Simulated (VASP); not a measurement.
**AlN: single point with PBE**

AlN:

```
Al N
1.0
     5.44852    0.00000    0.00000
     0.00000    5.44852    0.00000
     0.00000    0.00000    3.16569
Al N
4 4
Direct
  0.67668 0.67668 0.00000
  0.17668 0.82332 0.50000
  0.82332 0.17668 0.50000
  0.32332 0.32332 0.00000
  0.81631 0.81631 0.50000
  0.18369 0.18369 0.50000
  0.68369 0.31631 0.00000
  0.31631 0.68369 0.00000
```

This cell differs from its parent crystal: volume scaled by 1.06, then relaxed in part.

```
Program                : VASP 6.6.1
Task                   : single point
Functional             : PBE
Potentials or basis    : VASP PAW PBE potentials, release 64 (Al, N)
Cutoff                 : 520 eV
k mesh                 : 4 × 4 × 8
Occupations            : gaussian, width 0.02 eV
Spin                   : no spin polarisation
Dipole correction      : no
Further INCAR settings : ALGO = Normal; EDIFF = 1e-06; NBANDS = 26
```

```
Pressure               : -9.6 GPa
Largest force          : 0.015 eV/Å
Band gap on the k mesh : 3.36 eV, direct
```

Forces on the atoms (eV/Å):
```
Al  -0.011 -0.011  0.000
Al  -0.011  0.011  0.000
Al   0.011 -0.011  0.000
Al   0.011  0.011  0.000
N    0.007  0.007  0.000
N   -0.007 -0.007  0.000
N   -0.007  0.007  0.000
N    0.007 -0.007  0.000
```

Levels at points of the mesh, in eV from the valence-band top:
```
           k point  band 13  band 14  band 15  band 16  band 17  band 18  band 19  band 20
(0.00, 0.00, 0.00)    -0.39    -0.09    -0.09     0.00     3.36     5.90     6.43     6.53
(0.50, 0.00, 0.00)    -0.61    -0.61    -0.51    -0.51     5.42     5.42     6.21     6.21
(0.50, 0.50, 0.00)    -0.97    -0.97    -0.81    -0.81     5.74     5.74     6.07     6.07
(0.00, 0.00, 0.50)    -1.54    -1.54    -1.43    -1.43     5.88     5.88     7.55     7.55
(0.50, 0.00, 0.50)    -1.27    -1.27    -0.66    -0.66     6.03     6.03     6.38     6.38
(0.50, 0.50, 0.50)    -1.07    -1.07    -0.90    -0.90     5.06     5.06     5.37     5.37
```

Wall time 39 s on 1 thread of AMD EPYC 9R45 96-Core Processor (Zen 5), on a shared host, peak memory 0.18 GiB.
